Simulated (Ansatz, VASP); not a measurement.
# SiC: VASP beside Ansatz

File POSCAR:

```
SiC
1.0
   -3.0751950066      0.0000000000      0.0000000000
   -1.5375975033     -2.6631969973      0.0000000000
   -1.1531981275     -0.6657992493     10.0963337124
Si C
4 4
Direct
    0.1068204730      0.1068204730      0.9060514413
    0.2318204730      0.2318204730      0.4060514413
    0.6276538063      0.6276538063      0.1560514413
    0.5026538063      0.5026538063      0.6560514413
    0.3098461937      0.3098461937      0.0939485587
    0.1848461937      0.1848461937      0.5939485587
    0.5806795270      0.5806795270      0.3439485587
    0.4556795270      0.4556795270      0.8439485587
```

The input INCAR.step1:

```
PREC     = Accurate       # precision mode
ENCUT    = 520            # plane-wave cutoff, eV
ISMEAR   = 0              # smearing method
SIGMA    = 0.05           # smearing width, eV
LREAL    = False          # projectors in reciprocal space
LASPH    = True           # aspherical terms in the spheres
NELM     = 100            # most SCF steps
NBANDS   = 26             # bands
GGA      = PE             # functional
ALGO     = Normal         # electronic algorithm
EDIFF    = 1E-4           # SCF threshold, eV
LWAVE    = True           # write WAVECAR
LCHARG   = False          # write CHGCAR
```

Contents of INCAR.step2:

```
PREC     = Accurate       # precision mode
ENCUT    = 520            # plane-wave cutoff, eV
EDIFF    = 1E-6           # SCF threshold, eV
ISMEAR   = 0              # smearing method
SIGMA    = 0.05           # smearing width, eV
LREAL    = False          # projectors in reciprocal space
LASPH    = True           # aspherical terms in the spheres
NELM     = 100            # most SCF steps
ALGO     = Normal         # electronic algorithm
ISIF     = 2              # what is computed and relaxed
LWAVE    = False          # write WAVECAR
LCHARG   = True           # write CHGCAR
METAGGA  = R2SCAN         # meta-GGA
LMIXTAU  = True         
LELF     = True           # ELF
LVHAR    = True         
NBANDS   = 26             # bands
ISTART   = 1
```

Contents of KPOINTS:

```
regular mesh
0
Gamma
  8 8 3
```

Input for Ansatz:

```yaml
crystal:
  lattice:
    - [-3.0751950066, 0.0, 0.0]
    - [-1.5375975033, -2.6631969973, 0.0]
    - [-1.1531981275, -0.6657992493, 10.0963337124]
  atoms:
    - { symbol: Si, position: [0.106820473, 0.106820473, 0.9060514413] }
    - { symbol: Si, position: [0.231820473, 0.231820473, 0.4060514413] }
    - { symbol: Si, position: [0.6276538063, 0.6276538063, 0.1560514413] }
    - { symbol: Si, position: [0.5026538063, 0.5026538063, 0.6560514413] }
    - { symbol: C, position: [0.3098461937, 0.3098461937, 0.0939485587] }
    - { symbol: C, position: [0.1848461937, 0.1848461937, 0.5939485587] }
    - { symbol: C, position: [0.580679527, 0.580679527, 0.3439485587] }
    - { symbol: C, position: [0.455679527, 0.455679527, 0.8439485587] }
basis:
  ecutwfc: 500
kpoints:
  mp_grid: { grid: [8, 8, 3] }
hamiltonian:
  xc: r2scan
scf:
  occupations: { method: gaussian, width: 0.05 }
output:
  forces: true
  stress: true
  eigenvalues: true
```

Alike in both runs: task single point; functional r2SCAN; k mesh 8 × 8 × 3; occupations gaussian, width 0.05 eV; no spin polarisation.

```csv
,VASP,Ansatz
version,VASP 6.6.1,Ansatz 0.2.0
potentials or method,"VASP PAW PBE potentials, release 64 (Si, C), cutoff 520 eV","scalar-relativistic, plane waves, PAW"
valence electrons in the cell,32,32
```

Ansatz gave:

| Item | Value |
| --- | --- |
| gap on the k mesh at the Fermi level (eV) | 0.86 |
| least direct gap on the mesh (eV) | 1.45 |
| pressure (GPa) | -0.3 |
| traceless stress, the component that is largest in VASP (GPa) | 11.99 |
| rms of the force components (eV/Å) | 0.723 |

Q: What did VASP give for the same quantities?

A: gap on the k mesh at the Fermi level (eV): 0.86; least direct gap on the mesh (eV): 1.45; pressure (GPa): -0.4; traceless stress, the component that is largest in VASP (GPa): 12.05; rms of the force components (eV/Å): 0.725.

VASP's potentials were made for PBE, not for r2SCAN. Atom by atom the forces differ by 0.007 eV/Å (rms over components). The functional is the same, so the differences come from potentials, cutoffs and numerics.
